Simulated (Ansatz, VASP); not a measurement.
**One calculation of CuO2, two programs**

```
CELL_PARAMETERS angstrom
1.44087 -5.31496 0.00000
1.44087 5.31496 0.00000
0.00000 0.00000 4.34342
ATOMIC_POSITIONS crystal
Cu 0.16725 0.83275 0.75000
Cu 0.83275 0.16725 0.25000
O 0.78897 0.21103 0.75000
O 0.21103 0.78897 0.25000
O 0.55149 0.44851 0.75000
O 0.44851 0.55149 0.25000
```

Alike in both runs: functional PBEsol; k mesh 8 × 8 × 5; occupations fermi-dirac, width 0.05 eV; no spin polarisation.

```csv
,VASP,Ansatz
version,VASP 6.6.1,Ansatz 0.2.0
potentials or method,"VASP PAW PBE potentials, release 64 (Cu_sv_GW, O)",Ansatz PAW
plane-wave cutoff (eV),700,420
valence electrons in the cell,62,62
task,single point,band structure
```

```tsv
	VASP	Ansatz	Ansatz less VASP
gap on the k mesh at the Fermi level (eV)	none	none	-
pressure (GPa)	-15.7	-14.4	+1.37
traceless stress, the component that is largest in VASP (GPa)	4.30	4.58	+0.280
rms of the force components (eV/Å)	0.388	0.403	+0.0148
```

VASP's potentials were made for PBE, not for PBEsol. Atom by atom the forces differ by 0.016 eV/Å (rms over components). A gap of «none» marks a metal or a gap that the smearing closes. The functional is the same, so the differences come from potentials, cutoffs and numerics.
